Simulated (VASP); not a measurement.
# NbSi2 (P6_222) in VASP: further runs

The runs below take NbSi2 through single point, with PBEsol, PBE, r2SCAN.

Program: VASP 6.6.1. These are calculated values, not measurements. Logs are shortened: lines on timing, memory, paths and dates and some standing lists are left out, and cuts for length are marked.

**1. The cell of the first run**

It takes space group P6_222 (No. 180, hexagonal). The conventional cell has a = 4.770 Å, b = 4.770 Å, c = 6.573 Å, α = 90.00°, β = 90.00°, γ = 120.00°. Within 3.4 Å of Nb (site symmetry 222) lie 10 Si at 2.60 to 2.81 Å and 4 Nb at 3.24 Å. Within 3.4 Å of Si (site symmetry 2) lie 9 Si at 2.56 to 3.31 Å and 5 Nb at 2.60 to 2.81 Å.

**2. Single point, PBEsol**

INCAR reads:

```
SYSTEM = NbSi2
ALGO = Normal
EDIFF = 1E-6
ENCUT = 520
GGA = PS
ISIF = 2
ISMEAR = -1
LASPH = .TRUE.
LCHARG = .TRUE.
LELF = .TRUE.
LREAL = .FALSE.
LVHAR = .TRUE.
LWAVE = .FALSE.
NBANDS = 42
NELM = 100
PREC = Accurate
SIGMA = 0.1
```

KPOINTS reads:

```
k-points
0
G
  8 8 5
  0 0 0
```

POSCAR reads:

```
NbSi2
1.0
    4.7697041298      0.0000000000      0.0000000000
   -2.3848520649      4.1306849449      0.0000000000
    0.0000000000      0.0000000000      6.5725304745
Nb Si
3 6
Direct
    0.5000000000      0.0000000000      0.5000000000
    0.5000000000      0.5000000000      0.8333333333
    0.0000000000      0.5000000000      0.1666666667
    0.1598315159      0.3196630318      0.5000000000
    0.8401684841      0.1598315159      0.8333333333
    0.6803369682      0.8401684841      0.1666666667
    0.8401684841      0.6803369682      0.5000000000
    0.1598315159      0.8401684841      0.8333333333
    0.3196630318      0.1598315159      0.1666666667
```

Potentials or basis: VASP PAW PBE potentials, release 64 (Nb_sv, Si).

Command:

```sh
cat potpaw_PBE.64/Nb_sv/POTCAR potpaw_PBE.64/Si/POTCAR > POTCAR
mpirun -np 1 vasp_std > vasp.out
```

OUTCAR:

```text
SYSTEM = NbSi2
   EDIFF = 1E-6
   ENCUT = 520
   GGA = PS
   ISIF = 2
   ISMEAR = -1
   LASPH = .TRUE.
   LREAL = .FALSE.
   NELM = 100
   PREC = Accurate

 ion  position               nearest neighbor table
   1  0.500  0.000  0.500-   5 2.60   8 2.60   6 2.60   9 2.60   4 2.73   7 2.73   4 2.73   7 2.73
                             4 2.81   7 2.81
   2  0.500  0.500  0.833-   4 2.60   7 2.60   6 2.60   9 2.60   5 2.73   8 2.73   8 2.73   5 2.73
                             8 2.81   5 2.81
   3  0.000  0.500  0.167-   4 2.60   7 2.60   5 2.60   8 2.60   9 2.73   6 2.73   9 2.73   6 2.73
                             6 2.81   9 2.81
   4  0.160  0.320  0.500-   9 2.56   5 2.56   2 2.60   3 2.60   7 2.64   1 2.73   1 2.73   1 2.81
                             7 2.81   7 2.81
   5  0.840  0.160  0.833-   4 2.56   6 2.56   1 2.60   3 2.60   8 2.64   2 2.73   2 2.73   2 2.81
                             8 2.81   8 2.81
   6  0.680  0.840  0.167-   7 2.56   5 2.56   1 2.60   2 2.60   9 2.64   3 2.73   3 2.73   3 2.81
                             9 2.81   9 2.81
   7  0.840  0.680  0.500-   6 2.56   8 2.56   2 2.60   3 2.60   4 2.64   1 2.73   1 2.73   1 2.81
                             4 2.81   4 2.81
   8  0.160  0.840  0.833-   7 2.56   9 2.56   1 2.60   3 2.60   5 2.64   2 2.73   2 2.73   2 2.81
                             5 2.81   5 2.81
   9  0.320  0.160  0.167-   4 2.56   8 2.56   1 2.60   2 2.60   6 2.64   3 2.73   3 2.73   3 2.81
                             6 2.81   6 2.81

  LATTYP: Found a hexagonal cell.
 ALAT       =     4.7697041298
 C/A-ratio  =     1.3779744604

  Lattice vectors:

 A1 = (   4.7697041298,   0.0000000000,   0.0000000000)
 A2 = (  -2.3848520649,   4.1306849449,   0.0000000000)
 A3 = (   0.0000000000,   0.0000000000,   6.5725304745)

Analysis of symmetry for initial positions (statically):
=====================================================================
 Subroutine PRICEL returns:
 Original cell was already a primitive cell.

 Routine SETGRP: Setting up the symmetry group for a
 hexagonal supercell.

 Subroutine GETGRP returns: Found 12 space group operations
 (whereof  4 operations were pure point group operations)
 out of a pool of 24 trial point group operations.

The static configuration has the point symmetry D_2 .
 The point group associated with its full space group is D_6 .

Analysis of symmetry for dynamics (positions and initial velocities):
=====================================================================
 Subroutine PRICEL returns:
 Original cell was already a primitive cell.

 Routine SETGRP: Setting up the symmetry group for a
 hexagonal supercell.

 Subroutine GETGRP returns: Found 12 space group operations
 (whereof  4 operations were pure point group operations)
 out of a pool of 24 trial point group operations.

The dynamic configuration has the point symmetry D_2 .
 The point group associated with its full space group is D_6 .

 Subroutine INISYM returns: Found 12 space group operations
 (whereof  4 operations are pure point group operations),
 and found     1 'primitive' translations

----------------------------------------------------------------------------------------

                                     Primitive cell

  volume of cell :     129.4929

  direct lattice vectors                    reciprocal lattice vectors
     4.769704130  0.000000000  0.000000000     0.209656610  0.121045300  0.000000000
    -2.384852065  4.130684945  0.000000000     0.000000000  0.242090601  0.000000000
     0.000000000  0.000000000  6.572530474     0.000000000  0.000000000  0.152148401

  length of vectors
     4.769704130  4.769704130  6.572530474     0.242090601  0.242090601  0.152148401

  position of ions in fractional coordinates (direct lattice)
     0.500000000  0.000000000  0.500000000
     0.500000000  0.500000000  0.833333333
     1.000000000  0.500000000  0.166666667
     0.159831516  0.319663032  0.500000000
     0.840168484  0.159831516  0.833333333
     0.680336968  0.840168484  0.166666667
     0.840168484  0.680336968  0.500000000
     0.159831516  0.840168484  0.833333333
     0.319663032  0.159831516  0.166666667

  ion indices of the primitive-cell ions
   primitive index   ion index
                 1           1
                 2           2
                 3           3
                 4           4
                 5           5
                 6           6
                 7           7
                 8           8
                 9           9

----------------------------------------------------------------------------------------

 KPOINTS: k-points

Automatic generation of k-mesh.
 Grid dimensions read from file:
 generate k-points for:    8    8    5

 Generating k-lattice:

  Cartesian coordinates                     Fractional coordinates (reciprocal lattice)
     0.026207076  0.015130663  0.000000000     0.125000000 -0.000000000  0.000000000
     0.000000000  0.030261325  0.000000000     0.000000000  0.125000000  0.000000000
     0.000000000  0.000000000  0.030429680     0.000000000  0.000000000  0.200000000

  Length of vectors
     0.030261325  0.030261325  0.030429680

  Shift w.r.t. Gamma in fractional coordinates (k-lattice)
     0.000000000  0.000000000  0.000000000

 Subroutine IBZKPT returns following result:
 ===========================================

 Found     30 irreducible k-points:

 Following reciprocal coordinates:
            Coordinates               Weight
  0.000000  0.000000  0.000000      1.000000
  0.125000 -0.000000  0.000000      6.000000
  0.250000 -0.000000  0.000000      6.000000
  0.375000  0.000000  0.000000      6.000000
  0.500000 -0.000000  0.000000      3.000000
  0.125000  0.125000  0.000000      6.000000
[... 16 lines left out ...]
  0.250000 -0.000000  0.400000     12.000000
  0.375000  0.000000  0.400000     12.000000
 [... further k-points ...]
   k-points           NKPTS =     30   k-points in BZ     NKDIM =     30   number of bands    NBANDS=     42
   number of dos      NEDOS =    301   number of ions     NIONS =      9
   total plane-waves  NPLWV =  64800
   dimension x,y,z NGX =    36 NGY =   36 NGZ =   50
   dimension x,y,z NGXF=    72 NGYF=   72 NGZF=  100
   ions per type =               3   6
   NGX,Y,Z   is equivalent  to a cutoff of  12.55, 12.55, 12.65 a.u.
   NGXF,Y,Z  is equivalent  to a cutoff of  25.10, 25.10, 25.29 a.u.
 SYSTEM =  NbSi2
   PREC   = accura    normal or accurate (medium, high low for compatibility)
   ISTART =      0    job   : 0-new  1-cont  2-samecut
   ICHARG =      2    charge: 1-file 2-atom 10-const
   ISPIN  =      1    spin polarized calculation?
   LNONCOLLINEAR =      F non collinear calculations
   LSORBIT =      F    spin-orbit coupling
   LASPH  =      T    aspherical Exc in radial PAW
   ENCUT  =  520.0 eV  38.22 Ry    6.18 a.u.   8.87  8.87 12.22*2*pi/ulx,y,z
   NELM   =    100;   NELMIN=  2; NELMDL= -5     # of ELM steps
   EDIFF  = 0.1E-05   stopping-criterion for ELM
   LREAL  =      F    real-space projection
   EDIFFG = 0.1E-04   stopping-criterion for IOM
   NSW    =      0    number of steps for IOM
   IBRION =     -1    ionic relax: 0-MD 1-quasi-New 2-CG
   NFREE  =      0    steps in history (QN), initial steepest desc. (CG)
   ISIF   =      2    stress and relaxation
   ISYM   =      2    0-nonsym 1-usesym 2-fastsym
   POTIM  = 0.5000    time-step for ionic-motion
   TEBEG  =    0.0;   TEEND  =   0.0 temperature during run
   PSTRESS=    0.0 pullay stress
   NELECT =      63.0000    total number of electrons
   NUPDOWN=      -1.0000    fix difference up-down
   EMIN   =  10.00;   EMAX   =-10.00  energy-range for DOS
   EFERMI =   0.00;   METHOD = LEGACY
   ISMEAR =    -1;   SIGMA  =   0.10  broadening in eV -4-tet -1-fermi 0-gaus
   EFERMI_NEDOS =   21; number of points for ismear=-14 and -15
   IALGO  =     38    algorithm
   IMIX   =      4    mixing-type and parameters
     AMIX     =   0.40;   BMIX     =  1.00
     AMIX_MAG =   1.60;   BMIX_MAG =  1.00
  volume/ion in A,a.u.               =      14.39        97.10
  Fermi-wavevector in a.u.,A,eV,Ry     =   1.287576  2.433166 22.556456  1.657853
  Thomas-Fermi vector in A             =   2.419582
   LORBIT       =      0    0 simple, 1 ext, 2 COOP (PROOUT), +10 PAW based schemes
   GGA     = PS    functional components
   LHFCALC =     F    Hartree Fock is set to
   AEXX    =    0.0000 exact exchange contribution
   IVDW    =     0    specifies the selected vdW correction
   LEPSILON=     F    determine dielectric tensor
   LRPA    =     F    only Hartree local field effects (RPA)
 non-spin polarized calculation
  energy-cutoff  :      520.00
  volume of cell :      129.49
 maximum number of plane-waves:      3511
 NGX is ok and might be reduce to    36
   NGX = 17   NGY = 17   NGZ = 25

 number of electron      62.9999998 magnetization

 Free energy of the ion-electron system (eV)
  ---------------------------------------------------
  ext. energy  EPLUGINS =         0.00000000
  ---------------------------------------------------
  free energy    TOTEN  =       -73.35460302 eV

  energy without entropy =      -73.25384360  energy(sigma->0) =      -73.30422331

 E-fermi :  11.5257     XC(G=0): -12.1449

 val. band max:       11.5054703939   @ k =   0.3750   0.0000   0.4000
 cond. band min:      11.5318226891   @ k =   0.3750   0.1250   0.2000
 fundamental gap:      0.0263522952
 Fermi energy:        11.5256679284

 k-point     1 :       0.0000    0.0000    0.0000
  band No.  band energies     occupation
      1     -42.9379      2.00000
      2     -42.8980      2.00000
      3     -42.8980      2.00000
      4     -19.2311      2.00000
      5     -19.2311      2.00000
      6     -19.2146      2.00000
[... 34 lines left out ...]
     41      15.5189      0.00000
     42      15.5202      0.00000
[... 994 lines left out ...]
      2     -42.9136      2.00000
      3     -42.8951      2.00000
      4     -19.2856      2.00000
      5     -19.2534      2.00000
      6     -19.2040      2.00000
[... 34 lines left out ...]
     41      15.3038      0.00000
     42      15.7944      0.00000

 [... further k-points ...]

------------------------ aborting loop because EDIFF is reached ----------------------------------------

  FORCE on cell =-STRESS in cart. coord.  units (eV):
  Direction    XX          YY          ZZ          XY          YZ          ZX
  --------------------------------------------------------------------------------------
  -------------------------------------------------------------------------------------
  Total       -0.0719961     -0.0719961     -0.0400185      0.0000000     -0.0000000      0.0000000
  in kB       -0.8907861     -0.8907861     -0.4951369      0.0000000     -0.0000000      0.0000000
  external PRESSURE =      -0.7589030 kB  Pullay stress =       0.0000000 kB

 VOLUME and BASIS-vectors are now :
 -----------------------------------------------------------------------------
  energy-cutoff  :      520.00
  volume of cell :      129.49
      direct lattice vectors                 reciprocal lattice vectors
     4.769704130  0.000000000  0.000000000     0.209656610  0.121045300  0.000000000
    -2.384852065  4.130684945  0.000000000     0.000000000  0.242090601  0.000000000
     0.000000000  0.000000000  6.572530474     0.000000000  0.000000000  0.152148401

 POSITION                                       TOTAL-FORCE (eV/Angst)
 -----------------------------------------------------------------------------------
      2.38485      0.00000      3.28627        -0.000000     -0.000000     -0.000000
      1.19243      2.06534      5.47711        -0.000000     -0.000000     -0.000000
     -1.19243      2.06534      1.09542        -0.000000     -0.000000      0.000000
      0.00000      1.32043      3.28627        -0.000000     -0.003729     -0.000000
      3.62618      0.66021      5.47711         0.003229     -0.001864     -0.000000
      1.24133      3.47047      1.09542         0.003229      0.001864     -0.000000
      2.38485      2.81026      3.28627        -0.000000      0.003729     -0.000000
     -1.24133      3.47047      5.47711        -0.003229      0.001864      0.000000
      1.14352      0.66021      1.09542        -0.003229     -0.001864     -0.000000
 -----------------------------------------------------------------------------------
    total drift:                               -0.000000      0.000000      0.000001

  FREE ENERGIE OF THE ION-ELECTRON SYSTEM (eV)
  ---------------------------------------------------
  free  energy   TOTEN  =       -73.3546030238 eV

  energy  without entropy=      -73.2538436042  energy(sigma->0) =      -73.30422331
```

Run time: 95 s. Hardware: 1 thread of AMD EPYC 9R45 (Zen 5), shared host; peak memory 0.28 GiB.

Results:

```yaml
Free_energy: -73.3546 eV
Pressure: -0.1 GPa
Largest_force: 0.004 eV/Å
Band_gap_on_the_k_mesh: zero (an odd number of electrons rules out a gap without spin polarisation)
```

Forces in eV/Å, atoms in the order of the input:
```
Nb   0.000  0.000  0.000
Nb   0.000  0.000  0.000
Nb   0.000  0.000  0.000
Si   0.000 -0.004  0.000
Si   0.003 -0.002  0.000
Si   0.003  0.002  0.000
Si   0.000  0.004  0.000
Si  -0.003  0.002  0.000
Si  -0.003 -0.002  0.000
```

Caveat: the PAW data sets were made with another functional, which shifts forces and pressure a little.

[end of part 1 of 2]
